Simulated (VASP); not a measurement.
# Zn4SO3 (P-4m2) in VASP: single point with PBE

Aim: the single point of Zn4SO3 with PBE.

Program: VASP 6.6.1. These are calculated values, not measurements. Logs are shortened: lines on timing, memory, paths and dates and some standing lists are left out, and cuts for length are marked.

## 1. The cell of the first run

It takes space group P-4m2 (No. 115, tetragonal). Conventional cell: a = 3.459 Å, b = 3.459 Å, c = 9.351 Å, α = 90.00°, β = 90.00°, γ = 90.00°. Within 2.7 Å of Zn (site symmetry 2mm) lie 2 O at 2.04 Å and 2 S at 2.29 Å. Within 2.7 Å of Zn (site symmetry 2mm) lie 4 O at 2.02 Å. Within 3.0 Å of S (site symmetry -4m2) lie 4 Zn at 2.29 Å. Within 2.7 Å of O (site symmetry 2mm) lie 4 Zn at 2.02 to 2.04 Å. Within 2.7 Å of O (site symmetry -4m2) lie 4 Zn at 2.02 Å.

## 2. Single point, PBE

The input, INCAR:

```
PREC = Accurate ; ENCUT = 520
EDIFF = 1E-7 ; ISMEAR = 0
SIGMA = 0.1 ; LREAL = False
LASPH = True ; NELM = 60
ALGO = Normal ; ISIF = 2
LWAVE = False ; LCHARG = False
GGA = PE ; NBANDS = 46
```

The input, KPOINTS:

```
Automatic mesh
0
Gamma
  12 12 4
```

The input, POSCAR:

```
Zn4SO3
1.0
    3.4588404601      0.0000000000      0.0000000000
    0.0000000000      3.4588404601      0.0000000000
    0.0000000000      0.0000000000      9.3506503514
Zn S O
4 1 3
Direct
    0.5000000000      0.0000000000      0.6608285016
    0.0000000000      0.5000000000      0.8883402875
    0.5000000000      0.0000000000      0.1116597125
    0.0000000000      0.5000000000      0.3391714984
    0.5000000000      0.5000000000      0.5000000000
    0.0000000000      0.0000000000      0.7761435776
    0.5000000000      0.5000000000      0.0000000000
    0.0000000000      0.0000000000      0.2238564224
```

Potentials or basis: VASP PAW PBE potentials, release 64 (Zn, S, O).

On the command line:

```console
$ cat potpaw_PBE.64/Zn/POTCAR potpaw_PBE.64/S/POTCAR potpaw_PBE.64/O/POTCAR > POTCAR
$ mpirun -np 1 vasp_std > vasp.out
```

OUTCAR:

```text
PREC = Accurate
   ENCUT = 520
   EDIFF = 1E-7
   ISMEAR = 0
   LREAL = False
   LASPH = True
   NELM = 60
   ISIF = 2
   GGA = PE

 ion  position               nearest neighbor table
   1  0.500  0.000  0.661-   6 2.04   6 2.04   5 2.29   5 2.29
   2  0.000  0.500  0.888-   7 2.02   7 2.02   6 2.02   6 2.02
   3  0.500  0.000  0.112-   7 2.02   7 2.02   8 2.02   8 2.02
   4  0.000  0.500  0.339-   8 2.04   8 2.04   5 2.29   5 2.29
   5  0.500  0.500  0.500-   1 2.29   4 2.29   1 2.29   4 2.29
   6  0.000  0.000  0.776-   2 2.02   2 2.02   1 2.04   1 2.04
   7  0.500  0.500  0.000-   2 2.02   3 2.02   3 2.02   2 2.02
   8  0.000  0.000  0.224-   3 2.02   3 2.02   4 2.04   4 2.04

  LATTYP: Found a simple tetragonal cell.
 ALAT       =     3.4588404601
 C/A-ratio  =     2.7034060863

  Lattice vectors:

 A1 = (   3.4588404601,   0.0000000000,   0.0000000000)
 A2 = (   0.0000000000,   3.4588404601,   0.0000000000)
 A3 = (   0.0000000000,   0.0000000000,   9.3506503514)

Analysis of symmetry for initial positions (statically):
=====================================================================
 Subroutine PRICEL returns:
 Original cell was already a primitive cell.

 Routine SETGRP: Setting up the symmetry group for a
 simple tetragonal supercell.

 Subroutine GETGRP returns: Found  8 space group operations
 (whereof  8 operations were pure point group operations)
 out of a pool of 16 trial point group operations.

The static configuration has the point symmetry D_2d.

Analysis of symmetry for dynamics (positions and initial velocities):
=====================================================================
 Subroutine PRICEL returns:
 Original cell was already a primitive cell.

 Routine SETGRP: Setting up the symmetry group for a
 simple tetragonal supercell.

 Subroutine GETGRP returns: Found  8 space group operations
 (whereof  8 operations were pure point group operations)
 out of a pool of 16 trial point group operations.

The dynamic configuration has the point symmetry D_2d.

 Subroutine INISYM returns: Found  8 space group operations
 (whereof  8 operations are pure point group operations),
 and found     1 'primitive' translations

----------------------------------------------------------------------------------------

                                     Primitive cell

  volume of cell :     111.8672

  direct lattice vectors                    reciprocal lattice vectors
     3.458840460  0.000000000  0.000000000     0.289114231  0.000000000  0.000000000
     0.000000000  3.458840460  0.000000000     0.000000000  0.289114231  0.000000000
     0.000000000  0.000000000  9.350650351     0.000000000  0.000000000  0.106944433

  length of vectors
     3.458840460  3.458840460  9.350650351     0.289114231  0.289114231  0.106944433

  position of ions in fractional coordinates (direct lattice)
     0.500000000  0.000000000  0.660828502
     0.000000000  0.500000000  0.888340288
     0.500000000  0.000000000  0.111659712
     0.000000000  0.500000000  0.339171498
     0.500000000  0.500000000  0.500000000
     0.000000000  0.000000000  0.776143578
     0.500000000  0.500000000  0.000000000
     0.000000000  0.000000000  0.223856422

  ion indices of the primitive-cell ions
   primitive index   ion index
                 1           1
                 2           2
                 3           3
                 4           4
                 5           5
                 6           6
                 7           7
                 8           8

----------------------------------------------------------------------------------------

 KPOINTS: Automatic mesh

Automatic generation of k-mesh.
 Grid dimensions read from file:
 generate k-points for:   12   12    4

 Generating k-lattice:

  Cartesian coordinates                     Fractional coordinates (reciprocal lattice)
     0.024092853  0.000000000  0.000000000     0.083333333  0.000000000  0.000000000
     0.000000000  0.024092853  0.000000000     0.000000000  0.083333333  0.000000000
     0.000000000  0.000000000  0.026736108     0.000000000  0.000000000  0.250000000

  Length of vectors
     0.024092853  0.024092853  0.026736108

  Shift w.r.t. Gamma in fractional coordinates (k-lattice)
     0.000000000  0.000000000  0.000000000

 Subroutine IBZKPT returns following result:
 ===========================================

 Found     84 irreducible k-points:

 Following reciprocal coordinates:
            Coordinates               Weight
  0.000000  0.000000  0.000000      1.000000
  0.083333  0.000000  0.000000      4.000000
  0.166667  0.000000  0.000000      4.000000
  0.250000  0.000000  0.000000      4.000000
  0.333333  0.000000  0.000000      4.000000
  0.416667  0.000000  0.000000      4.000000
[... 16 lines left out ...]
  0.333333  0.333333  0.000000      4.000000
  0.416667  0.333333  0.000000      8.000000
 [... further k-points ...]
   k-points           NKPTS =     84   k-points in BZ     NKDIM =     84   number of bands    NBANDS=     46
   number of dos      NEDOS =    301   number of ions     NIONS =      8
   total plane-waves  NPLWV =  54880
   dimension x,y,z NGX =    28 NGY =   28 NGZ =   70
   dimension x,y,z NGXF=    56 NGYF=   56 NGZF=  140
   ions per type =               4   1   3
   NGX,Y,Z   is equivalent  to a cutoff of  13.46, 13.46, 12.45 a.u.
   NGXF,Y,Z  is equivalent  to a cutoff of  26.92, 26.92, 24.89 a.u.
 SYSTEM =  unknown system
   PREC   = accura    normal or accurate (medium, high low for compatibility)
   ISTART =      0    job   : 0-new  1-cont  2-samecut
   ICHARG =      2    charge: 1-file 2-atom 10-const
   ISPIN  =      1    spin polarized calculation?
   LNONCOLLINEAR =      F non collinear calculations
   LSORBIT =      F    spin-orbit coupling
   LASPH  =      T    aspherical Exc in radial PAW
   ENCUT  =  520.0 eV  38.22 Ry    6.18 a.u.   6.43  6.43 17.39*2*pi/ulx,y,z
   NELM   =     60;   NELMIN=  2; NELMDL= -5     # of ELM steps
   EDIFF  = 0.1E-06   stopping-criterion for ELM
   LREAL  =      F    real-space projection
   EDIFFG = 0.1E-05   stopping-criterion for IOM
   NSW    =      0    number of steps for IOM
   IBRION =     -1    ionic relax: 0-MD 1-quasi-New 2-CG
   NFREE  =      0    steps in history (QN), initial steepest desc. (CG)
   ISIF   =      2    stress and relaxation
   ISYM   =      2    0-nonsym 1-usesym 2-fastsym
   POTIM  = 0.5000    time-step for ionic-motion
   TEBEG  =    0.0;   TEEND  =   0.0 temperature during run
   PSTRESS=    0.0 pullay stress
   NELECT =      72.0000    total number of electrons
   NUPDOWN=      -1.0000    fix difference up-down
   EMIN   =  10.00;   EMAX   =-10.00  energy-range for DOS
   EFERMI =   0.00;   METHOD = LEGACY
   ISMEAR =     0;   SIGMA  =   0.10  broadening in eV -4-tet -1-fermi 0-gaus
   EFERMI_NEDOS =   21; number of points for ismear=-14 and -15
   IALGO  =     38    algorithm
   IMIX   =      4    mixing-type and parameters
     AMIX     =   0.40;   BMIX     =  1.00
     AMIX_MAG =   1.60;   BMIX_MAG =  1.00
  volume/ion in A,a.u.               =      13.98        94.36
  Fermi-wavevector in a.u.,A,eV,Ry     =   1.413464  2.671059 27.182808  1.997880
  Thomas-Fermi vector in A             =   2.535107
   LORBIT       =      0    0 simple, 1 ext, 2 COOP (PROOUT), +10 PAW based schemes
   GGA     = PE    functional components
   LHFCALC =     F    Hartree Fock is set to
   AEXX    =    0.0000 exact exchange contribution
   IVDW    =     0    specifies the selected vdW correction
   LEPSILON=     F    determine dielectric tensor
   LRPA    =     F    only Hartree local field effects (RPA)
 non-spin polarized calculation
 Gauss-broadening in eV      SIGMA  =   0.10
  energy-cutoff  :      520.00
  volume of cell :      111.87
 maximum number of plane-waves:      3043
 NGX is ok and might be reduce to    28
   NGX = 13   NGY = 13   NGZ = 35

 number of electron      71.9999970 magnetization

 Free energy of the ion-electron system (eV)
  ---------------------------------------------------
  ext. energy  EPLUGINS =         0.00000000
  ---------------------------------------------------
  free energy    TOTEN  =       -33.08624328 eV

  energy without entropy =      -33.08579580  energy(sigma->0) =      -33.08601954

 E-fermi :   2.0586     XC(G=0): -10.4579

 val. band max:        2.0477565541   @ k =   0.0000   0.0000   0.0000
 cond. band min:       2.4912098772   @ k =   0.0833   0.0000   0.0000
 fundamental gap:      0.4434533231
 Fermi energy:         2.0586329100

 k-point     1 :       0.0000    0.0000    0.0000
  band No.  band energies     occupation
      1     -16.3529      2.00000
      2     -16.0102      2.00000
      3     -15.7049      2.00000
      4     -11.0230      2.00000
      5      -4.7401      2.00000
      6      -4.6482      2.00000
[... 38 lines left out ...]
     45      10.5532      0.00000
     46      12.3195      0.00000

 k-point     2 :       0.0833    0.0000    0.0000
  band No.  band energies     occupation
      1     -16.3318      2.00000
      2     -15.9988      2.00000
      3     -15.7044      2.00000
      4     -10.9900      2.00000
      5      -4.7206      2.00000
      6      -4.6166      2.00000
[... 38 lines left out ...]
     45      10.5834      0.00000
     46      12.2953      0.00000

 k-point     3 :       0.1667    0.0000    0.0000
  band No.  band energies     occupation
      1     -16.2713      2.00000
      2     -15.9680      2.00000
      3     -15.7055      2.00000
      4     -10.8970      2.00000
      5      -4.6683      2.00000
      6      -4.5589      2.00000
[... 38 lines left out ...]
     45      10.6649      0.00000
     46      11.7461      0.00000

 k-point     4 :       0.2500    0.0000    0.0000
  band No.  band energies     occupation
      1     -16.1805      2.00000
      2     -15.9254      2.00000
      3     -15.7145      2.00000
      4     -10.7625      2.00000
      5      -4.6102      2.00000
      6      -4.5141      2.00000
[... 920 lines left out ...]
     45      10.2713      0.00000
     46      10.9877      0.00000

 k-point    23 :       0.3333    0.3333    0.0000
  band No.  band energies     occupation
      1     -15.8727      2.00000
      2     -15.7672      2.00000
      3     -15.7026      2.00000
      4     -10.2141      2.00000
      5      -4.7619      2.00000
      6      -4.5410      2.00000
[... 38 lines left out ...]
     45      10.4954      0.00000
     46      11.0936      0.00000

 k-point    24 :       0.4167    0.3333    0.0000
  band No.  band energies     occupation
      1     -15.8029      2.00000
      2     -15.7384      2.00000
      3     -15.7131      2.00000
      4     -10.1023      2.00000
      5      -4.7615      2.00000
      6      -4.6349      2.00000
[... 38 lines left out ...]
     45      10.6648      0.00000
     46      10.9828      0.00000

 [... further k-points ...]
[... 5 lines left out ...]
  --------------------------------------------------------------------------------------
  -------------------------------------------------------------------------------------
  Total        0.4299361      0.4299361      0.3429391      0.0000000     -0.0000000     -0.0000000
  in kB        6.1576013      6.1576013      4.9116192      0.0000000     -0.0000000     -0.0000000
  external PRESSURE =       5.7422740 kB  Pullay stress =       0.0000000 kB

 VOLUME and BASIS-vectors are now :
 -----------------------------------------------------------------------------
  energy-cutoff  :      520.00
  volume of cell :      111.87
      direct lattice vectors                 reciprocal lattice vectors
     3.458840460  0.000000000  0.000000000     0.289114231  0.000000000  0.000000000
     0.000000000  3.458840460  0.000000000     0.000000000  0.289114231  0.000000000
     0.000000000  0.000000000  9.350650351     0.000000000  0.000000000  0.106944433

 POSITION                                       TOTAL-FORCE (eV/Angst)
 -----------------------------------------------------------------------------------
      1.72942      0.00000      6.17918         0.000000      0.000000     -0.031960
      0.00000      1.72942      8.30656        -0.000000      0.000000     -0.003040
      1.72942      0.00000      1.04409         0.000000      0.000000      0.003040
      0.00000      1.72942      3.17147        -0.000000      0.000000      0.031960
      1.72942      1.72942      4.67533        -0.000000     -0.000000      0.000000
      0.00000      0.00000      7.25745        -0.000000      0.000000     -0.001716
      1.72942      1.72942      0.00000        -0.000000     -0.000000      0.000000
      0.00000      0.00000      2.09320        -0.000000      0.000000      0.001716
 -----------------------------------------------------------------------------------
    total drift:                                0.000000      0.000000      0.000000

  FREE ENERGIE OF THE ION-ELECTRON SYSTEM (eV)
  ---------------------------------------------------
  free  energy   TOTEN  =       -33.0862432764 eV

  energy  without entropy=      -33.0857957963  energy(sigma->0) =      -33.08601954
```

Wall time 16 min (1 thread of AMD EPYC 7R13, shared host); peak memory 0.42 GiB.

What came out:

* Free energy: -33.0862 eV
* Pressure: 0.6 GPa
* Largest force: 0.032 eV/Å

Forces in eV/Å, atoms in the order of the input:
```
Zn   0.000  0.000 -0.032
Zn   0.000  0.000 -0.003
Zn   0.000  0.000  0.003
Zn   0.000  0.000  0.032
S    0.000  0.000  0.000
O    0.000  0.000 -0.002
O    0.000  0.000  0.000
O    0.000  0.000  0.002
```
